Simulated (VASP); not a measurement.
A run of VASP 6.6.1 is set up as follows.

Contents of POSCAR:

```
NaF
1.0
    0.0000000000      2.2972497830      2.2448724880
    2.2972497830      0.0000000000      2.2448724880
    2.2972497830      2.2972497830      0.0000000000
Na F
1 1
Direct
    0.0000000000      0.0000000000      0.0000000000
    0.5000000000      0.5000000000      0.5000000000
```

INCAR.step1

```
SYSTEM = NaF
ALGO = Normal
EDIFF = 1E-5
ENCUT = 520
GGA = PE
ISIF = 2
ISMEAR = 0
LASPH = .TRUE.
LREAL = .FALSE.
LWAVE = .TRUE.
NBANDS = 14
NELM = 80
PREC = Accurate
SIGMA = 0.01
```

File INCAR.step2:

```
SYSTEM = NaF
ALGO = Normal
EDIFF = 1E-6
ENCUT = 520
GGA = PE
HFSCREEN = 0.2079
ISIF = 2
ISMEAR = 0
ISTART = 1
LASPH = .TRUE.
LCHARG = .TRUE.
LELF = .TRUE.
LHFCALC = .TRUE.
LREAL = .FALSE.
LVHAR = .TRUE.
LWAVE = .FALSE.
NBANDS = 14
NELM = 80
PREC = Accurate
PRECFOCK = Normal
SIGMA = 0.01
```

The input KPOINTS:

```
k-points
0
G
  6 6 6
  0 0 0
```

Potentials or basis: VASP PAW PBE potentials, release 64 (Na_pv, F).

Command:

```sh
$ cat potpaw_PBE.64/Na_pv/POTCAR potpaw_PBE.64/F/POTCAR > POTCAR
$ cp INCAR.step1 INCAR
$ mpirun -np 1 vasp_std > vasp.out
$ cp INCAR.step2 INCAR
$ mpirun -np 1 vasp_std > vasp.out
```

**Question.** Estimate the pressure.

**Answer.** 3.1 GPa.

**Question.** Predict the band gap on the k mesh.

**Answer.** 8.74 eV.

Stress tensor (GPa, compression positive):
```
2.25 0.00 0.00
0.00 2.25 0.00
0.00 0.00 4.84
```

Caveat: the cell differs from its parent crystal (uniaxial z strain -2.3%); the cell stands under pressure; the PAW data sets were made with another functional, which shifts forces and pressure a little.
